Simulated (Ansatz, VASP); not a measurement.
## Te2Pt: VASP beside Ansatz

```
Te Pt
1.0
     4.05302    0.00000    0.00000
    -2.02651    3.51002    0.00000
     0.00000    0.00000    5.13267
Te Pt
2 1
Direct
  0.33333 0.66667 0.26445
  0.66667 0.33333 0.73555
  0.00000 0.00000 0.00000
```

Alike in both runs: task relaxation of cell and atoms; functional PBE; dispersion D3(BJ); k mesh 12 × 12 × 8; occupations gaussian, width 0.1 eV; no spin polarisation.

```csv
,VASP,Ansatz
version,VASP 6.6.1,Ansatz 0.2.0
potentials or method,"VASP PAW PBE potentials, release 64 (Te, Pt), cutoff 500 eV","scalar-relativistic, plane waves, PAW"
valence electrons in the cell,22,50
```

|  | VASP | Ansatz | Ansatz less VASP |
| --- | --- | --- | --- |
| gap on the k mesh at the Fermi level, each at its own relaxed structure (eV) | none | none | - |
| relaxed volume (Å³/atom) | 24.08 | 24.14 | +0.059 |
| relaxed cell length with the largest relative difference (Å) | 5.088 | 5.094 | +0.0064 |

A gap of «none» marks a metal or a gap that the smearing closes. VASP's potentials hold 22 valence electrons a cell and Ansatz's 50, so a difference there can come from the potentials and not from the codes.

Spin-orbit coupling is off throughout.
